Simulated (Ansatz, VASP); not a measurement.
# Two plane-wave programs on CuO

The input INCAR:

```
PREC     = Accurate       # precision mode
ENCUT    = 520            # plane-wave cutoff, eV
EDIFF    = 1E-6           # SCF threshold, eV
ISMEAR   = 0              # smearing method
SIGMA    = 0.05           # smearing width, eV
LREAL    = F              # projectors in reciprocal space
LASPH    = T              # aspherical terms in the spheres
NELM     = 150            # most SCF steps
ALGO     = Normal         # electronic algorithm
ISIF     = 2              # what is computed and relaxed
LWAVE    = F              # write WAVECAR
LCHARG   = F              # write CHGCAR
ISPIN    = 2              # spin polarisation
MAGMOM   = 1 1 -1 -1 0 0 0 0 # initial moments
LORBIT   = 11             # projections on sites
LMAXMIX  = 4              # l up to which the mixer works
LDAU     = T              # DFT+U
LDAUTYPE = 2            
LDAUL    = 2 -1           # shell
LDAUU    = 7 0            # U, eV
LDAUJ    = 0 0          
LDAUPRINT= 1            
GGA      = PS             # functional
NBANDS   = 48             # bands
```

The input KPOINTS:

```
Automatic mesh
0
Gamma
  7 4 4
```

The input POSCAR:

```
CuO
1.0
    2.3418496200     -1.7112997200      0.0000000000
    4.6836992400      3.4225994400      0.0000000000
   -0.8500298600      0.0000000000      5.0578691900
Cu O
4 4
Direct
    0.0000000000      0.2500000000      0.0000000000
    0.5000000000      0.0000000000      0.5000000000
    0.0000000000      0.7500000000      0.0000000000
    0.5000000000      0.5000000000      0.5000000000
    0.5816000000      0.2092000000      0.2500000000
    0.4184000000      0.2908000000      0.7500000000
    0.5816000000      0.7092000000      0.2500000000
    0.4184000000      0.7908000000      0.7500000000
```

Input for Ansatz:

```yaml
crystal:
  lattice:
    - [2.34184962, -1.71129972, 0.0]
    - [4.68369924, 3.42259944, 0.0]
    - [-0.85002986, 0.0, 5.05786919]
  atoms:
    - { symbol: Cu, position: [0.0, 0.25, 0.0], spin: 1.0 }
    - { symbol: Cu, position: [0.5, 0.0, 0.5], spin: 1.0 }
    - { symbol: O, position: [0.5816, 0.2092, 0.25] }
    - { symbol: O, position: [0.4184, 0.2908, 0.75] }
    - { symbol: Cu, position: [0.0, 0.75, 0.0], spin: -1.0 }
    - { symbol: Cu, position: [0.5, 0.5, 0.5], spin: -1.0 }
    - { symbol: O, position: [0.5816, 0.7092, 0.25] }
    - { symbol: O, position: [0.4184, 0.7908, 0.75] }
basis:
  ecutwfc: 420
  ecutrho_ratio: 4
kpoints:
  mp_grid: { grid: [7, 4, 4] }
hamiltonian:
  xc: pbesol
  hubbard:
    sites:
      - { site: 0, l: d, u_eff: 7.0 }
      - { site: 1, l: d, u_eff: 7.0 }
      - { site: 4, l: d, u_eff: 7.0 }
      - { site: 5, l: d, u_eff: 7.0 }
scf:
  occupations: { method: gaussian, width: 0.05 }
  lower_state_search: "off"
  max_iter: 150
output:
  forces: true
  stress: true
  eigenvalues: true
  populations: true
  hubbard:
    sites:
      - { site: 0, l: d }
      - { site: 1, l: d }
      - { site: 4, l: d }
      - { site: 5, l: d }
magnetization:
  spin_polarized: true
```

Alike in both runs: task single point; functional PBEsol; k mesh 7 × 4 × 4; occupations gaussian, width 0.05 eV; collinear spin; Hubbard terms Cu d U = 7.0 eV.

```csv
,VASP,Ansatz
version,VASP 6.6.1,Ansatz 0.2.0
potentials or method,"VASP PAW PBE potentials, release 64 (Cu, O), cutoff 520 eV","scalar-relativistic, plane waves, PAW"
valence electrons in the cell,68,100
```

```csv
,VASP,Ansatz,Ansatz less VASP
gap on the k mesh at the Fermi level (eV),1.39,0.70,-0.687
least direct gap on the mesh (eV),1.49,0.83,-0.660
pressure (GPa),-6.2,0.7,+6.87
rms of the force components (eV/Å),0.085,0.112,+0.0274
net moment per atom (μB),0.00,0.00,0.000
size of the moment on the site where the two differ most (μB),0.69,0.60,-0.087
```

VASP's potentials were made for PBE, not for PBEsol. Site moments also hang on the region over which each program counts them. The programs project onto different local orbitals, so the same U acts differently, and such runs can settle in different states. VASP's potentials hold 68 valence electrons a cell and Ansatz's 100, so a difference there can come from the potentials and not from the codes.
